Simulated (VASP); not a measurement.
Input of a VASP 6.6.1 run:

File INCAR:

```
SYSTEM = CaMnC4N4
ALGO = Normal
EDIFF = 1E-6
ENCUT = 520
GGA = PE
ISIF = 2
ISMEAR = 0
ISPIN = 2
LASPH = .True.
LCHARG = .False.
LMAXMIX = 4
LORBIT = 11
LREAL = .False.
LWAVE = .False.
MAGMOM = 0 4 0 0 0 0 0 0 0 0
NBANDS = 44
NELM = 150
PREC = Accurate
SIGMA = 0.1
```

KPOINTS

```
k-points
0
Gamma
  4 4 4
  0 0 0
```

POSCAR

```
CaMnC4N4
1.0
    6.1268410600      0.0000000000      0.0000000000
    0.0000000000      6.1268410600      0.0000000000
    0.0000000000      0.0000000000      6.1268410600
Ca Mn C N
1 1 4 4
Direct
    0.0000000000      0.0000000000      0.0000000000
    0.5000000000      0.5000000000      0.5000000000
    0.1984545800      0.1984545800      0.1984545800
    0.1984545800      0.8015454200      0.8015454200
    0.8015454200      0.1984545800      0.8015454200
    0.8015454200      0.8015454200      0.1984545800
    0.3087071200      0.3087071200      0.3087071200
    0.3087071200      0.6912928800      0.6912928800
    0.6912928800      0.3087071200      0.6912928800
    0.6912928800      0.6912928800      0.3087071200
```

Potentials or basis: VASP PAW PBE potentials, release 64 (Ca_sv, Mn_pv, C, N).

Run with:

```sh
$ cat potpaw_PBE.64/Ca_sv/POTCAR potpaw_PBE.64/Mn_pv/POTCAR potpaw_PBE.64/C/POTCAR potpaw_PBE.64/N/POTCAR > POTCAR
$ mpirun -np 1 vasp_std > vasp.out
```

Problem. Predict the band gap on the k mesh.

Solution. 2.38 eV (least direct gap 2.40 eV).

Problem. Predict the largest force.

Solution. 3.730 eV/Å.

Problem. Predict the site moments.

Solution. Ca +0.01; Mn +4.29; C +0.06; N -0.01 μB.

Forces in eV/Å, atoms in the order of the input:
```
Ca   0.000  0.000  0.000
Mn   0.000  0.000  0.000
C    2.154  2.154  2.154
C    2.154 -2.154 -2.154
C   -2.154  2.154 -2.154
C   -2.154 -2.154  2.154
N    0.330  0.330  0.330
N    0.330 -0.330 -0.330
N   -0.330  0.330 -0.330
N   -0.330 -0.330  0.330
```

Caveat: a cell with one magnetic atom can't hold antiferromagnetic order, which such compounds often take; forces of over 1 eV/Å act on the atoms, so gaps and moduli don't describe the material at rest. A k mesh can miss the band edges.
